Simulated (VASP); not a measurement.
Input of a VASP 6.6.1 run:

File POSCAR:

```
FeCo3
1.0
    3.4648869634      0.0000000000      0.0000000000
    0.0000000000      3.4648869634      0.0000000000
    0.0000000000      0.0000000000      3.4648869634
Fe Co
1 3
Direct
    0.0000000000      0.0000000000      0.0000000000
    0.5000000000      0.5000000000      0.0000000000
    0.5000000000      0.0000000000      0.5000000000
    0.0000000000      0.5000000000      0.5000000000
```

Contents of INCAR.step1:

```
PREC = Accurate
ENCUT = 520
ISMEAR = 0
SIGMA = 0.1
LREAL = F
LASPH = T
NELM = 150
ISPIN = 2
MAGMOM = 3.21 2.09 2.09 2.09
LMAXMIX = 4
NBANDS = 30
GGA = PE
ALGO = Normal
EDIFF = 1E-4
LWAVE = T
LCHARG = F
```

INCAR.step2

```
PREC = Accurate
ENCUT = 520
EDIFF = 1E-7
ISMEAR = 0
SIGMA = 0.1
LREAL = F
LASPH = T
NELM = 150
ALGO = Normal
ISIF = 2
LWAVE = F
LCHARG = F
ISPIN = 2
MAGMOM = 3.21 2.09 2.09 2.09
LORBIT = 11
LMAXMIX = 4
METAGGA = R2SCAN
LMIXTAU = T
NBANDS = 30
ISTART = 1
```

File KPOINTS:

```
regular mesh
0
Gamma
  12 12 12
```

Potentials or basis: VASP PAW PBE potentials, release 64 (Fe, Co).

Run with:

```console
$ cat potpaw_PBE.64/Fe/POTCAR potpaw_PBE.64/Co/POTCAR > POTCAR
$ cp INCAR.step1 INCAR
$ mpirun -np 1 vasp_std > vasp.out
$ cp INCAR.step2 INCAR
$ mpirun -np 1 vasp_std > vasp.out
```

Q: Estimate the net moment.

A: 7.88 μB per cell.

Q: Predict the pressure.

A: 13.8 GPa.

Caveat: the cell stands under pressure; the PAW data sets were made with another functional, which shifts forces and pressure a little.
